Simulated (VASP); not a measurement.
# CoO (R-3m) in VASP: further runs, part 2 of 2

VASP 6.6.1. Earlier steps stand in the parts before.

### 3 Relaxation of cell and atoms, PBE+U, collinear spin, ferromagnetic start

This run uses another cell than the first one, of 10.12 Å³/atom, 1.020 times its volume.

File INCAR:

```
SYSTEM = CoO
  PREC = Accurate
  ENCUT = 600
  EDIFF = 1E-6
  ISMEAR = 0
  SIGMA = 0.02
  LREAL = .FALSE.
  LASPH = .TRUE.
  NELM = 150
  ALGO = Normal
  ISIF = 3
  LWAVE = .FALSE.
  LCHARG = .FALSE.
  ISPIN = 2
  MAGMOM = 2.88 0.24
  LORBIT = 11
  LMAXMIX = 4
  LDAU = .TRUE.
  LDAUTYPE = 2
  LDAUL = 2 -1
  LDAUU = 3.32 0
  LDAUJ = 0 0
  LDAUPRINT = 1
  GGA = PE
  IBRION = 2
  NSW = 100
  EDIFFG = -0.005
```

File KPOINTS:

```
regular mesh
0
G
  12 12 12
  0 0 0
```

File POSCAR:

```
CoO
1.0
    1.5367472030      0.8872414113      2.4735053782
   -1.5367472030      0.8872414113      2.4735053782
    0.0000000000     -1.7744828227      2.4735053782
Co O
1 1
Direct
    0.0000000000      0.0000000000      0.0000000000
    0.5000000000      0.5000000000      0.5000000000
```

Potentials or basis: VASP PAW PBE potentials, release 64 (Co, O).

On the command line:

```
$ cat potpaw_PBE.64/Co/POTCAR potpaw_PBE.64/O/POTCAR > POTCAR
$ mpirun -np 1 vasp_std > vasp.out
```

Wall time 2.7 min (1 thread of Intel Xeon 6975P-C (Granite Rapids), shared host); peak memory 0.24 GiB.

Results (log left out):

```
Free energy                                           : -11.4938 eV
Relaxed volume                                        : 9.65 Å³/atom
Relaxed cell                                          : a = 2.983 Å, b = 2.983 Å, c = 2.983 Å, α = 61.26°, β = 61.26°, γ = 61.26°
Space group after relaxing (to 0.05 Å)                : R-3m (No. 166)
Energy gained by relaxing                             : 11.9 meV/atom
Ionic steps                                           : 9
Pressure after relaxing                               : -0.1 GPa
Band gap on the k mesh                                : zero (filled and empty bands overlap)
Net moment                                            : 3.00 μB per cell
Site moments                                          : Co +2.73; O +0.25 μB
Valence electrons inside the program's atomic spheres : Co 7.80; O 5.00
```

The path:
```csv
step,energy change (eV),largest force (eV/Å),pressure (GPa),volume (Å³)
1,0.0000,0.0000,-7.64,20.24
2,-0.0172,0.0000,4.51,18.86
3,-0.0233,0.0000,0.02,19.30
4,-0.0233,0.0000,-0.29,19.32
5,-0.0234,0.0000,-0.13,19.32
6,-0.0237,0.0000,-0.12,19.31
7,-0.0234,0.0000,-0.03,19.29
8,-0.0238,0.0000,-0.10,19.30
9,-0.0238,0.0000,-0.07,19.30
```

Final structure:
```xyz
2
Lattice="1.5199 0.8775 2.4123 -1.5199 0.8775 2.4123 0.0000 -1.7550 2.4123" Properties=species:S:1:pos:R:3 pbc="T T T"
Co    0.0000    1.7550    4.8246
O     0.0000    0.0000    3.6185
```

Levels at points of the mesh, in eV from the Fermi level:
Spin up:
```tsv
k point	band 5	band 6	band 7	band 8	band 9	band 10	band 11	band 12	band 13
(0.00, 0.00, 0.00)	-4.70	-3.95	-2.78	-2.78	-2.57	1.26	17.10	17.10	17.10
(0.50, 0.00, 0.00)	-4.07	-3.50	-3.04	-0.46	-0.43	5.36	9.49	13.57	14.03
(0.50, 0.50, 0.00)	-4.07	-3.97	-3.84	-3.80	-3.26	6.03	10.15	11.11	15.77
(0.50, 0.50, 0.50)	-4.05	-4.05	-2.46	-0.44	-0.44	5.18	9.92	13.20	13.20
```
Spin down:
```csv
k point,band 4,band 5,band 6,band 7,band 8,band 9
"(0.00, 0.00, 0.00)",-2.29,-2.10,-0.91,-0.91,1.50,1.50
"(0.50, 0.00, 0.00)",-3.95,-1.44,-0.03,0.55,3.79,3.92
"(0.50, 0.50, 0.00)",-3.39,-2.80,-0.52,0.26,2.10,2.36
"(0.50, 0.50, 0.50)",-4.27,-1.03,0.43,0.43,3.84,3.84
```

Eigenvalues of the final occupation matrices:
| site | spin | trace | eigenvalues |
| --- | --- | --- | --- |
| site 1 d | 1 | 4.93 | 0.97 0.97 0.97 1.01 1.01 |
| site 1 d | 2 | 2.24 | 0.13 0.13 0.51 0.51 0.96 |

Caveat: a cell with one magnetic atom can't hold antiferromagnetic order, which such compounds often take. The state reached can hang on the start; a lower one may exist.

### 4 Single point, PBE+U, collinear spin, ferromagnetic start (volume scaled by 0.98, then relaxed in part)

File INCAR:

```
PREC = Accurate
ENCUT = 520
EDIFF = 1E-7
ISMEAR = 0
SIGMA = 0.02
LREAL = F
LASPH = T
NELM = 150
ALGO = Normal
ISIF = 2
LWAVE = F
LCHARG = T
ISPIN = 2
MAGMOM = 2.88 0.24
LORBIT = 11
LMAXMIX = 4
LDAU = T
LDAUTYPE = 2
LDAUL = 2 -1
LDAUU = 3.32 0
LDAUJ = 0 0
LDAUPRINT = 1
GGA = PE
LELF = T
LVHAR = T
NBANDS = 18
```

File KPOINTS:

```
Automatic mesh
0
Gamma
  12 12 12
```

File POSCAR:

```
CoO
1.0
    1.5265992070      0.8813824631      2.4568262696
   -1.5265992070      0.8813824631      2.4568262696
    0.0000000000     -1.7627649263      2.4568262696
Co O
1 1
Direct
    0.0000000000      0.0000000000      0.0000000000
    0.5000000000      0.5000000000      0.5000000000
```

On the command line:

```
$ cat potpaw_PBE.64/Co/POTCAR potpaw_PBE.64/O/POTCAR > POTCAR
$ mpirun -np 1 vasp_std > vasp.out
```

Wall time 94 s (1 thread of Intel Xeon Platinum 8488C (Sapphire Rapids), shared host); peak memory 0.23 GiB.

It converged, with:

* Free energy: -11.4825 eV
* Pressure: -4.3 GPa
* Band gap on the k mesh: zero (filled and empty bands overlap)
* Net moment: 3.00 μB per cell
* Site moments: Co +2.73; O +0.25 μB
* Valence electrons inside the program's atomic spheres: Co 7.76; O 4.99

Stress tensor (GPa, compression positive):
```
-4.10  0.00  0.00
 0.00 -4.10  0.00
 0.00  0.00 -4.83
```

Levels at points of the mesh, in eV from the Fermi level:
Spin up:
| k point | band 7 | band 8 | band 9 | band 10 | band 11 | band 12 |
| --- | --- | --- | --- | --- | --- | --- |
| (0.00, 0.00, 0.00) | -2.66 | -2.66 | -2.54 | 1.11 | 17.00 | 17.03 |
| (0.50, 0.00, 0.00) | -3.03 | -0.52 | -0.47 | 5.26 | 9.28 | 13.39 |
| (0.50, 0.50, 0.00) | -3.82 | -3.76 | -3.28 | 5.83 | 9.97 | 10.99 |
| (0.50, 0.50, 0.50) | -2.52 | -0.49 | -0.49 | 5.18 | 9.49 | 13.19 |
Spin down:
| k point | band 3 | band 4 | band 5 | band 6 | band 7 | band 8 | band 9 | band 10 |
| --- | --- | --- | --- | --- | --- | --- | --- | --- |
| (0.00, 0.00, 0.00) | -2.18 | -2.18 | -2.09 | -0.86 | -0.86 | 1.53 | 1.53 | 1.65 |
| (0.50, 0.00, 0.00) | -4.02 | -3.78 | -1.44 | -0.02 | 0.50 | 3.73 | 3.84 | 5.54 |
| (0.50, 0.50, 0.00) | -3.43 | -3.33 | -2.73 | -0.54 | 0.24 | 2.09 | 2.31 | 6.80 |
| (0.50, 0.50, 0.50) | -4.06 | -4.06 | -1.10 | 0.40 | 0.40 | 3.73 | 3.73 | 5.46 |

Eigenvalues of the final occupation matrices:
| site | spin | trace | eigenvalues |
| --- | --- | --- | --- |
| site 1 d | 1 | 4.92 | 0.97 0.97 0.97 1.01 1.01 |
| site 1 d | 2 | 2.23 | 0.12 0.12 0.51 0.51 0.96 |

Caveat: the cell differs from its parent crystal (volume scaled by 0.98, then relaxed in part); a cell with one magnetic atom can't hold antiferromagnetic order, which such compounds often take. The state reached can hang on the start; a lower one may exist.

### 5 Single point, PBE+U, collinear spin, ferromagnetic start

This run uses another cell than the first one, of 10.12 Å³/atom, 1.020 times its volume.

File INCAR:

```
ALGO = Normal
EDIFF = 1E-6
ENCUT = 520
GGA = PE
ISIF = 2
ISMEAR = 0
ISPIN = 2
LASPH = True
LCHARG = False
LDAU = True
LDAUJ = 0 0
LDAUL = 2 -1
LDAUPRINT = 1
LDAUTYPE = 2
LDAUU = 3.32 0
LMAXMIX = 4
LORBIT = 11
LREAL = False
LWAVE = False
MAGMOM = 2.88 0.24
NBANDS = 18
NELM = 150
PREC = Accurate
SIGMA = 0.02
```

File KPOINTS:

```
k-points
0
Gamma
  12 12 12
```

File POSCAR:

```
CoO
1.0
    1.5367472030      0.8872414113      2.4735053782
   -1.5367472030      0.8872414113      2.4735053782
    0.0000000000     -1.7744828227      2.4735053782
Co O
1 1
Direct
    0.0000000000      0.0000000000      0.0000000000
    0.5000000000      0.5000000000      0.5000000000
```

On the command line:

```
$ cat potpaw_PBE.64/Co/POTCAR potpaw_PBE.64/O/POTCAR > POTCAR
$ mpirun -np 1 vasp_std > vasp.out
```

Wall time 79 s (1 thread of Intel Xeon Platinum 8488C (Sapphire Rapids), shared host); peak memory 0.22 GiB.

The run converged. Its results:

```
Free energy                                           : -11.4681 eV
Pressure                                              : -7.4 GPa
Band gap on the k mesh                                : zero (filled and empty bands overlap)
Net moment                                            : 3.00 μB per cell
Site moments                                          : Co +2.73; O +0.25 μB
Valence electrons inside the program's atomic spheres : Co 7.73; O 4.98
```

Stress tensor (GPa, compression positive):
```
-7.23  0.00  0.00
 0.00 -7.23  0.00
 0.00  0.00 -7.80
```

Levels at points of the mesh, in eV from the Fermi level:
Spin up:
```
           k point  band 5  band 6  band 7  band 8  band 9  band 10  band 11  band 12  band 13  band 14
(0.00, 0.00, 0.00)   -4.64   -3.94   -2.59   -2.59   -2.48     1.00    16.90    16.90    16.92    17.49
(0.50, 0.00, 0.00)   -4.06   -3.55   -3.04   -0.55   -0.50     5.21     9.09    13.26    13.51    19.47
(0.50, 0.50, 0.00)   -4.06   -3.83   -3.79   -3.67   -3.29     5.70     9.84    10.92    15.33    15.60
(0.50, 0.50, 0.50)   -4.09   -4.09   -2.54   -0.52   -0.52     5.14     9.30    13.06    13.06    19.44
```
Spin down:
```tsv
k point	band 2	band 3	band 4	band 5	band 6	band 7	band 8	band 9	band 10	band 11
(0.00, 0.00, 0.00)	-2.48	-2.12	-2.12	-2.02	-0.83	-0.83	1.54	1.55	1.55	16.80
(0.50, 0.00, 0.00)	-6.94	-3.91	-3.67	-1.45	-0.02	0.49	3.67	3.78	5.49	9.91
(0.50, 0.50, 0.00)	-5.76	-3.34	-3.24	-2.68	-0.54	0.23	2.10	2.29	6.66	10.25
(0.50, 0.50, 0.50)	-7.13	-3.95	-3.95	-1.12	0.40	0.40	3.68	3.68	5.42	10.04
```

Eigenvalues of the final occupation matrices:
```
    site  spin  trace               eigenvalues
site 1 d     1   4.91  0.97 0.97 0.97 1.01 1.01
site 1 d     2   2.22  0.12 0.12 0.51 0.51 0.96
```

Caveat: a cell with one magnetic atom can't hold antiferromagnetic order, which such compounds often take. The state reached can hang on the start; a lower one may exist.

### 6 Overview

```csv
task,cell,cutoff (eV),gap on the mesh (eV),pressure (GPa),moment (μB)
relaxation of shape and atoms at fixed volume,"relaxed from a = 3.024 Å, angles 60.6°, 2 atoms",600,none,-4.6,3.00
relaxation of cell and atoms,"relaxed from a = 3.044 Å, angles 60.6°, 2 atoms",600,none,-0.1,3.00
single point,"a = 3.024 Å, angles 60.6°, 2 atoms",520,none,-4.3,3.00
single point,"a = 3.044 Å, angles 60.6°, 2 atoms",520,none,-7.4,3.00
```

Alike in all rows: level PBE+U; potentials or basis VASP PAW PBE potentials, release 64 (Co, O); spin collinear, ferromagnetic start; Co d U = 3.32 eV; k mesh 12 × 12 × 12; smearing gaussian 0.02 eV.

Caveats: a cell with one magnetic atom can't hold antiferromagnetic order, which such compounds often take.

Absolute energies hang on the potentials; compare differences alone.
